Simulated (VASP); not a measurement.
Crystal: KF (Carobbiite).

```
K F
1.0
     0.00000    2.67185    2.67185
     2.67185    0.00000    2.67185
     2.67185    2.67185    0.00000
K F
1 1
Cartesian
  0.0000 0.0000 0.0000
  2.6719 2.6719 2.6719
```

| Quantity | Value |
| --- | --- |
| Program | VASP 6.6.1 |
| Task | relaxation of cell and atoms |
| Functional | PBE |
| Potentials or basis | VASP PAW PBE potentials, release 64 (K_sv, F) |
| Cutoff | 600 eV |
| k mesh | 9 × 9 × 9 |
| Occupations | fermi-dirac, width 0.05 eV |
| Spin | no spin polarisation |

At the start: pressure 1.4 GPa; volume 19.07 Å³/atom.

Q: How do energy, volume and symmetry change on relaxing?

A: Over 4 steps the energy falls by 3.5 meV/atom and the volume is 19.92 Å³/atom (+4.4 %); space group Fm-3m (No. 225, to 0.05 Å).

The path:
```
step  energy change (eV)  largest force (eV/Å)  pressure (GPa)  volume (Å³)
   1              0.0000                0.0000            1.41        38.15
   2             -0.0057                0.0000            0.58        39.08
   3             -0.0069                0.0000           -0.12        39.99
   4             -0.0070                0.0000            0.00        39.84
```

Final structure:
```yaml
crystal:
  lattice:
    - [0.00000, 2.71068, 2.71068]
    - [2.71068, 0.00000, 2.71068]
    - [2.71068, 2.71068, 0.00000]
  atoms:
    - { symbol: K, position: [0.00000, 0.00000, 0.00000] }
    - { symbol: F, position: [0.50000, 0.50000, 0.50000] }
```
